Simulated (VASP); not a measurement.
# Ga in VASP: further runs

Runs on Ga. Level: PBE. Tasks: single point.

All numbers are computed with VASP 6.6.1; they aren't measurements. Logs are shortened: lines on timing, memory, paths and dates and some standing lists are left out, and cuts for length are marked.

**1. The cell of the first run**

The cell holds a sheet with vacuum, 2 atoms: a = 2.885 Å, b = 2.885 Å, c = 17.000 Å, α = 90.00°, β = 90.00°, γ = 120.00°.

**2. Single point, PBE**

Input file INCAR:

```
SYSTEM = Ga
  PREC = Accurate
  ENCUT = 520
  EDIFF = 1E-6
  ISMEAR = 0
  SIGMA = 0.1
  LREAL = .FALSE.
  LASPH = .TRUE.
  NELM = 60
  ALGO = Normal
  ISIF = 2
  LWAVE = .FALSE.
  LCHARG = .FALSE.
  LDIPOL = .TRUE.
  IDIPOL = 3
  DIPOL = 0.5 0.5 0.500
  GGA = PE
  NBANDS = 20
```

Input file KPOINTS:

```
Automatic mesh
0
G
  6 6 1
  0 0 0
```

Input file POSCAR:

```
Ga
1.0
    2.8850210000      0.0000000000      0.0000000000
   -1.4425110000      2.4985020000      0.0000000000
    0.0000000000      0.0000000000     17.0000000000
Ga
2
Direct
    0.0000000000      0.0000000000      0.5790064100
    0.0000000000      0.0000000000      0.4209935900
```

Potentials or basis: VASP PAW PBE potentials, release 64 (Ga_d).

Launch:

```
cat potpaw_PBE.64/Ga_d/POTCAR > POTCAR
mpirun -np 1 vasp_std > vasp.out
```

OUTCAR:

```text
SYSTEM = Ga
   PREC = Accurate
   ENCUT = 520
   EDIFF = 1E-6
   ISMEAR = 0
   LREAL = .FALSE.
   LASPH = .TRUE.
   NELM = 60
   ISIF = 2
   GGA = PE

 ion  position               nearest neighbor table
   1  0.000  0.000  0.579-   2 2.69
   2  0.000  0.000  0.421-   1 2.69

  LATTYP: Found a hexagonal cell.
 ALAT       =     2.8850210000
 C/A-ratio  =     5.8925047686

  Lattice vectors:

 A1 = (   2.8850210000,   0.0000000000,   0.0000000000)
 A2 = (  -1.4425110000,   2.4985020000,   0.0000000000)
 A3 = (   0.0000000000,   0.0000000000,  17.0000000000)

Analysis of symmetry for initial positions (statically):
=====================================================================
 Subroutine PRICEL returns:
 Original cell was already a primitive cell.

 Routine SETGRP: Setting up the symmetry group for a
 hexagonal supercell.

 Subroutine GETGRP returns: Found 24 space group operations
 (whereof 24 operations were pure point group operations)
 out of a pool of 24 trial point group operations.

The static configuration has the point symmetry D_6h.

Analysis of symmetry for dynamics (positions and initial velocities):
=====================================================================
 Subroutine PRICEL returns:
 Original cell was already a primitive cell.

 Routine SETGRP: Setting up the symmetry group for a
 hexagonal supercell.

 Subroutine GETGRP returns: Found 24 space group operations
 (whereof 24 operations were pure point group operations)
 out of a pool of 24 trial point group operations.

The dynamic configuration has the point symmetry D_6h.

 Subroutine INISYM returns: Found 24 space group operations
 (whereof 24 operations are pure point group operations),
 and found     1 'primitive' translations

----------------------------------------------------------------------------------------

                                     Primitive cell

  volume of cell :     122.5399

  direct lattice vectors                    reciprocal lattice vectors
     2.885021000  0.000000000  0.000000000     0.346617928  0.200119981  0.000000000
    -1.442511000  2.498502000  0.000000000     0.000000000  0.400239824  0.000000000
     0.000000000  0.000000000 17.000000000     0.000000000  0.000000000  0.058823529

  length of vectors
     2.885021000  2.885021703 17.000000000     0.400239921  0.400239824  0.058823529

  position of ions in fractional coordinates (direct lattice)
     0.000000000  0.000000000  0.579006410
     0.000000000  0.000000000  0.420993590

  ion indices of the primitive-cell ions
   primitive index   ion index
                 1           1
                 2           2

----------------------------------------------------------------------------------------

 KPOINTS: Automatic mesh

Automatic generation of k-mesh.
 Grid dimensions read from file:
 generate k-points for:    6    6    1

 Generating k-lattice:

  Cartesian coordinates                     Fractional coordinates (reciprocal lattice)
     0.057769655  0.033353330  0.000000000     0.166666667 -0.000000000  0.000000000
     0.000000000  0.066706637  0.000000000     0.000000000  0.166666667  0.000000000
     0.000000000  0.000000000  0.058823529     0.000000000  0.000000000  1.000000000

  Length of vectors
     0.066706654  0.066706637  0.058823529

  Shift w.r.t. Gamma in fractional coordinates (k-lattice)
     0.000000000  0.000000000  0.000000000

 Subroutine IBZKPT returns following result:
 ===========================================

 Found      7 irreducible k-points:

 Following reciprocal coordinates:
            Coordinates               Weight
  0.000000  0.000000  0.000000      1.000000
  0.166667 -0.000000  0.000000      6.000000
  0.333333 -0.000000  0.000000      6.000000
  0.500000  0.000000  0.000000      3.000000
  0.166667  0.166667  0.000000      6.000000
  0.333333  0.166667  0.000000     12.000000
  0.333333  0.333333  0.000000      2.000000
   k-points           NKPTS =      7   k-points in BZ     NKDIM =      7   number of bands    NBANDS=     20
   number of dos      NEDOS =    301   number of ions     NIONS =      2
   total plane-waves  NPLWV =  72576
   dimension x,y,z NGX =    24 NGY =   24 NGZ =  126
   dimension x,y,z NGXF=    48 NGYF=   48 NGZF=  252
   ions per type =               2
   NGX,Y,Z   is equivalent  to a cutoff of  13.83, 13.83, 12.32 a.u.
   NGXF,Y,Z  is equivalent  to a cutoff of  27.66, 27.66, 24.64 a.u.
 SYSTEM =  Ga
   PREC   = accura    normal or accurate (medium, high low for compatibility)
   ISTART =      0    job   : 0-new  1-cont  2-samecut
   ICHARG =      2    charge: 1-file 2-atom 10-const
   ISPIN  =      1    spin polarized calculation?
   LNONCOLLINEAR =      F non collinear calculations
   LSORBIT =      F    spin-orbit coupling
   LASPH  =      T    aspherical Exc in radial PAW
   ENCUT  =  520.0 eV  38.22 Ry    6.18 a.u.   5.36  5.36 31.61*2*pi/ulx,y,z
   NELM   =     60;   NELMIN=  2; NELMDL= -5     # of ELM steps
   EDIFF  = 0.1E-05   stopping-criterion for ELM
   LREAL  =      F    real-space projection
   EDIFFG = 0.1E-04   stopping-criterion for IOM
   NSW    =      0    number of steps for IOM
   IBRION =     -1    ionic relax: 0-MD 1-quasi-New 2-CG
   NFREE  =      0    steps in history (QN), initial steepest desc. (CG)
   ISIF   =      2    stress and relaxation
   ISYM   =      2    0-nonsym 1-usesym 2-fastsym
   POTIM  = 0.5000    time-step for ionic-motion
   TEBEG  =    0.0;   TEEND  =   0.0 temperature during run
   PSTRESS=    0.0 pullay stress
   NELECT =      26.0000    total number of electrons
   NUPDOWN=      -1.0000    fix difference up-down
   EMIN   =  10.00;   EMAX   =-10.00  energy-range for DOS
   EFERMI =   0.00;   METHOD = LEGACY
   ISMEAR =     0;   SIGMA  =   0.10  broadening in eV -4-tet -1-fermi 0-gaus
   EFERMI_NEDOS =   21; number of points for ismear=-14 and -15
   IALGO  =     38    algorithm
   IMIX   =      4    mixing-type and parameters
     AMIX     =   0.40;   BMIX     =  1.00
     AMIX_MAG =   1.60;   BMIX_MAG =  1.00
  volume/ion in A,a.u.               =      61.27       413.47
  Fermi-wavevector in a.u.,A,eV,Ry     =   0.976428  1.845181 12.971944  0.953411
  Thomas-Fermi vector in A             =   2.107046
   LORBIT       =      0    0 simple, 1 ext, 2 COOP (PROOUT), +10 PAW based schemes
   GGA     = PE    functional components
   LHFCALC =     F    Hartree Fock is set to
   AEXX    =    0.0000 exact exchange contribution
   IVDW    =     0    specifies the selected vdW correction
   LEPSILON=     F    determine dielectric tensor
   LRPA    =     F    only Hartree local field effects (RPA)
 non-spin polarized calculation
 Gauss-broadening in eV      SIGMA  =   0.10
  energy-cutoff  :      520.00
  volume of cell :      122.54
 maximum number of plane-waves:      3339
 NGX is ok and might be reduce to    24
   NGX = 11   NGY = 11   NGZ = 63

 dipolmoment           0.000000      0.000000     -0.000000 electrons x Angstroem

 number of electron      26.0000003 magnetization

 dipolmoment           0.000000      0.000000      0.000000 electrons x Angstroem

 Free energy of the ion-electron system (eV)
  ---------------------------------------------------
  ext. energy  EPLUGINS =         0.00000000
  ---------------------------------------------------
  free energy    TOTEN  =        -5.45209305 eV

  energy without entropy =       -5.44620401  energy(sigma->0) =       -5.44914853

 E-fermi :  -1.1336     XC(G=0):  -4.3253

 val. band max:       -1.6105198189   @ k =   0.1667   0.1667   0.0000
 cond. band min:      -1.0651844276   @ k =   0.3333  -0.0000   0.0000
 fundamental gap:      0.5453353912
 Fermi energy:        -1.1335914626

 k-point     1 :       0.0000    0.0000    0.0000
  band No.  band energies     occupation
      1     -16.1231      2.00000
      2     -15.9518      2.00000
      3     -15.9421      2.00000
      4     -15.9421      2.00000
      5     -15.9280      2.00000
      6     -15.9280      2.00000
[... 12 lines left out ...]
     19       7.1146      0.00000
     20      10.7187      0.00000

 k-point     2 :       0.1667   -0.0000    0.0000
  band No.  band energies     occupation
      1     -16.0876      2.00000
      2     -15.9640      2.00000
      3     -15.9586      2.00000
      4     -15.8792      2.00000
      5     -15.8769      2.00000
      6     -15.8753      2.00000
[... 12 lines left out ...]
     19       7.1510      0.00000
     20       7.8135      0.00000

 k-point     3 :       0.3333   -0.0000    0.0000
  band No.  band energies     occupation
      1     -16.0846      2.00000
      2     -16.0292      2.00000
      3     -15.9724      2.00000
      4     -15.9379      2.00000
      5     -15.8534      2.00000
      6     -15.8530      2.00000
[... 12 lines left out ...]
     19       6.5223      0.00000
     20       6.7666      0.00000

 k-point     4 :       0.5000    0.0000    0.0000
  band No.  band energies     occupation
      1     -16.1089      2.00000
      2     -16.0625      2.00000
      3     -16.0176      2.00000
      4     -15.9084      2.00000
      5     -15.8868      2.00000
      6     -15.8632      2.00000
[... 12 lines left out ...]
     19       7.0670      0.00000
     20       7.7521      0.00000

 k-point     5 :       0.1667    0.1667    0.0000
  band No.  band energies     occupation
      1     -16.0360      2.00000
      2     -15.9769      2.00000
      3     -15.9579      2.00000
      4     -15.9392      2.00000
      5     -15.8711      2.00000
      6     -15.8574      2.00000
[... 12 lines left out ...]
     19       5.6054      0.00000
     20       5.9122      0.00000

 k-point     6 :       0.3333    0.1667    0.0000
  band No.  band energies     occupation
      1     -16.0342      2.00000
      2     -15.9924      2.00000
      3     -15.9817      2.00000
      4     -15.9263      2.00000
      5     -15.8873      2.00000
      6     -15.8689      2.00000
[... 12 lines left out ...]
     19       6.0253      0.00000
     20       7.2224      0.00000

 k-point     7 :       0.3333    0.3333    0.0000
  band No.  band energies     occupation
      1     -15.9561      2.00000
      2     -15.9561      2.00000
      3     -15.9541      2.00000
      4     -15.8585      2.00000
      5     -15.8585      2.00000
      6     -15.8533      2.00000
[... 12 lines left out ...]
     19       6.4941      0.00000
     20       7.2620      0.00000

------------------------ aborting loop because EDIFF is reached ----------------------------------------

 vacuum level on the upper side and lower side of the slab       (xc-potential included)        -0.125        -0.125

  FORCE on cell =-STRESS in cart. coord.  units (eV):
  Direction    XX          YY          ZZ          XY          YZ          ZX
  --------------------------------------------------------------------------------------
  -------------------------------------------------------------------------------------
  Total       -0.3618241     -0.3618243     -0.7443585      0.0000001     -0.0000000      0.0000000
  in kB       -4.7307552     -4.7307572     -9.7322926      0.0000009     -0.0000000      0.0000000
  external PRESSURE =      -6.3979350 kB  Pullay stress =       0.0000000 kB

 VOLUME and BASIS-vectors are now :
 -----------------------------------------------------------------------------
  energy-cutoff  :      520.00
  volume of cell :      122.54
      direct lattice vectors                 reciprocal lattice vectors
     2.885021000  0.000000000  0.000000000     0.346617928  0.200119981  0.000000000
    -1.442511000  2.498502000  0.000000000     0.000000000  0.400239824  0.000000000
     0.000000000  0.000000000 17.000000000     0.000000000  0.000000000  0.058823529

 POSITION                                       TOTAL-FORCE (eV/Angst)
 -----------------------------------------------------------------------------------
      0.00000      0.00000      9.84311         0.000000      0.000000     -0.275750
      0.00000      0.00000      7.15689        -0.000000     -0.000000      0.275750
 -----------------------------------------------------------------------------------
    total drift:                                0.000000     -0.000000      0.000000

  FREE ENERGIE OF THE ION-ELECTRON SYSTEM (eV)
  ---------------------------------------------------
  free  energy   TOTEN  =        -5.4520930539 eV

  energy  without entropy=       -5.4462040107  energy(sigma->0) =       -5.44914853

 vacuum level on the upper side and lower side of the slab         2.847         2.847
```

It took 41 s on 1 thread of AMD EPYC 7R13, shared host; peak memory 0.21 GiB.

Results:

| Property | Result |
| --- | --- |
| Free energy | -5.4521 eV |
| Largest force | 0.276 eV/Å |
| Band gap on the k mesh | zero (band 13 reaches -1.07 eV, above the bottom of band 14 at -2.53 eV) |

Forces in eV/Å, atoms in the order of the input:
```
Ga   0.000  0.000 -0.276
Ga   0.000  0.000  0.276
```

Levels at points of the mesh, in eV from the Fermi level:
```tsv
k point	band 9	band 10	band 11	band 12	band 13	band 14	band 15	band 16	band 17	band 18
(0.00, 0.00, 0.00)	-14.61	-14.61	-9.95	-7.78	-2.48	1.53	3.57	4.64	5.04	7.64
(0.50, 0.00, 0.00)	-14.55	-14.54	-4.34	-3.11	-2.01	-1.40	2.24	5.75	6.91	7.16
```

Caveat: the k points lie up to 0.42 Å⁻¹ apart.

**3. Single point, PBE**

Input file INCAR:

```
PREC = Accurate
ENCUT = 520
EDIFF = 1E-7
ISMEAR = 0
SIGMA = 0.1
LREAL = False
LASPH = True
NELM = 60
ALGO = Normal
ISIF = 2
LWAVE = False
LCHARG = False
LDIPOL = True
IDIPOL = 3
DIPOL = 0.5 0.5 0.500
GGA = PE
NBANDS = 20
```

Input file KPOINTS:

```
regular mesh
0
Gamma
  6 6 1
```

POSCAR is that of step 2.

Potentials or basis: VASP PAW PBE potentials, release 64 (Ga_d).

Launch:

```
cat potpaw_PBE.64/Ga_d/POTCAR > POTCAR
mpirun -np 1 vasp_std > vasp.out
```

OUTCAR:

```text
PREC = Accurate
   ENCUT = 520
   EDIFF = 1E-7
   ISMEAR = 0
   LREAL = False
   LASPH = True
   NELM = 60
   ISIF = 2
   GGA = PE

 ion  position               nearest neighbor table
   1  0.000  0.000  0.579-   2 2.69
   2  0.000  0.000  0.421-   1 2.69

  LATTYP: Found a hexagonal cell.
 ALAT       =     2.8850210000
 C/A-ratio  =     5.8925047686

  Lattice vectors:

 A1 = (   2.8850210000,   0.0000000000,   0.0000000000)
 A2 = (  -1.4425110000,   2.4985020000,   0.0000000000)
 A3 = (   0.0000000000,   0.0000000000,  17.0000000000)

Analysis of symmetry for initial positions (statically):
=====================================================================
 Subroutine PRICEL returns:
 Original cell was already a primitive cell.

 Routine SETGRP: Setting up the symmetry group for a
 hexagonal supercell.

 Subroutine GETGRP returns: Found 24 space group operations
 (whereof 24 operations were pure point group operations)
 out of a pool of 24 trial point group operations.

The static configuration has the point symmetry D_6h.

Analysis of symmetry for dynamics (positions and initial velocities):
[... 147 lines left out ...]

 val. band max:       -1.6105498647   @ k =   0.1667   0.1667   0.0000
 cond. band min:      -1.0652158082   @ k =   0.3333  -0.0000   0.0000
 fundamental gap:      0.5453340565
 Fermi energy:        -1.1336228433

 k-point     1 :       0.0000    0.0000    0.0000
  band No.  band energies     occupation
      1     -16.1231      2.00000
      2     -15.9518      2.00000
      3     -15.9421      2.00000
      4     -15.9421      2.00000
      5     -15.9281      2.00000
      6     -15.9281      2.00000
[... 150 lines left out ...]
     19       6.4941      0.00000
     20       7.2620      0.00000

------------------------ aborting loop because EDIFF is reached ----------------------------------------

 vacuum level on the upper side and lower side of the slab       (xc-potential included)        -0.117        -0.117

  FORCE on cell =-STRESS in cart. coord.  units (eV):
  Direction    XX          YY          ZZ          XY          YZ          ZX
  --------------------------------------------------------------------------------------
  -------------------------------------------------------------------------------------
  Total       -0.3619007     -0.3619009     -0.7445169      0.0000001      0.0000000     -0.0000000
  in kB       -4.7317570     -4.7317590     -9.7343627      0.0000009      0.0000000     -0.0000000
  external PRESSURE =      -6.3992929 kB  Pullay stress =       0.0000000 kB

 VOLUME and BASIS-vectors are now :
 -----------------------------------------------------------------------------
  energy-cutoff  :      520.00
  volume of cell :      122.54
      direct lattice vectors                 reciprocal lattice vectors
     2.885021000  0.000000000  0.000000000     0.346617928  0.200119981  0.000000000
    -1.442511000  2.498502000  0.000000000     0.000000000  0.400239824  0.000000000
     0.000000000  0.000000000 17.000000000     0.000000000  0.000000000  0.058823529

 POSITION                                       TOTAL-FORCE (eV/Angst)
 -----------------------------------------------------------------------------------
      0.00000      0.00000      9.84311        -0.000000      0.000000     -0.275825
      0.00000      0.00000      7.15689         0.000000     -0.000000      0.275825
 -----------------------------------------------------------------------------------
    total drift:                                0.000000      0.000000      0.000000

  FREE ENERGIE OF THE ION-ELECTRON SYSTEM (eV)
  ---------------------------------------------------
  free  energy   TOTEN  =        -5.4520930537 eV

  energy  without entropy=       -5.4462040105  energy(sigma->0) =       -5.44914853

 vacuum level on the upper side and lower side of the slab         2.869         2.869
```

OSZICAR:

```text
N       E                     dE             d eps       ncg     rms          rms(c)
DAV:   1     0.144845959667E+03    0.14485E+03   -0.13405E+04   288   0.154E+03
DAV:   2     0.908664438927E+01   -0.13576E+03   -0.13311E+03   296   0.351E+02
DAV:   3    -0.527667073291E+01   -0.14363E+02   -0.14328E+02   340   0.103E+02
[... 11 lines left out ...]
DAV:  15    -0.545208204107E+01   -0.15505E-03   -0.31477E-05   284   0.183E-02    0.122E-03
DAV:  16    -0.545208691017E+01   -0.48691E-05   -0.16481E-06   312   0.916E-03    0.300E-04
DAV:  17    -0.545209209253E+01   -0.51824E-05   -0.40819E-07   232   0.165E-03    0.167E-04
DAV:  18    -0.545209305460E+01   -0.96208E-06   -0.69939E-08   228   0.927E-04    0.464E-05
DAV:  19    -0.545209305368E+01    0.92041E-09   -0.13268E-09   240   0.330E-04
   1 F= -.54520931E+01 E0= -.54491485E+01  d E =-.588904E-02
```

Wall time 45 s (1 thread of AMD EPYC 7R13, shared host); peak memory 0.21 GiB.

Results:

* Free energy: -5.4521 eV
* Largest force: 0.276 eV/Å
* Band gap on the k mesh: zero (band 13 reaches -1.07 eV, above the bottom of band 14 at -2.53 eV)

Forces on the atoms (eV/Å):
```
Ga   0.000  0.000 -0.276
Ga   0.000  0.000  0.276
```

Caveat: the k points lie up to 0.42 Å⁻¹ apart.

(Part 1 of 2 ends here.)
